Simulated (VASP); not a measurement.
Input of a VASP 6.6.1 run:

INCAR

```
  ALGO = Normal
  EDIFF = 1E-7
  ENCUT = 520
  GGA = PS
  ISIF = 2
  ISMEAR = -1
  LASPH = T
  LCHARG = F
  LREAL = F
  LWAVE = F
  NBANDS = 12
  NELM = 60
  PREC = Accurate
  SIGMA = 0.1
```

File KPOINTS:

```
k-points
0
Gamma
  12 12 12
```

Contents of POSCAR:

```
Zr
1.0
    0.0000000000      2.2319517071      2.2319517071
    2.2319517071      0.0000000000      2.2319517071
    2.2319517071      2.2319517071      0.0000000000
Zr
1
Direct
    0.0000000000      0.0000000000      0.0000000000
```

Potentials or basis: VASP PAW PBE potentials, release 64 (Zr_sv).

Command:

```console
$ cat potpaw_PBE.64/Zr_sv/POTCAR > POTCAR
$ mpirun -np 1 vasp_std > vasp.out
```

Task: Predict the pressure.

Result: 0.1 GPa.

Task: What does it give for the band gap on the k mesh?

Result: Zero (band 6 reaches 10.26 eV, above the bottom of band 7 at 8.88 eV).

Caveat: the PAW data sets were made with another functional, which shifts forces and pressure a little.
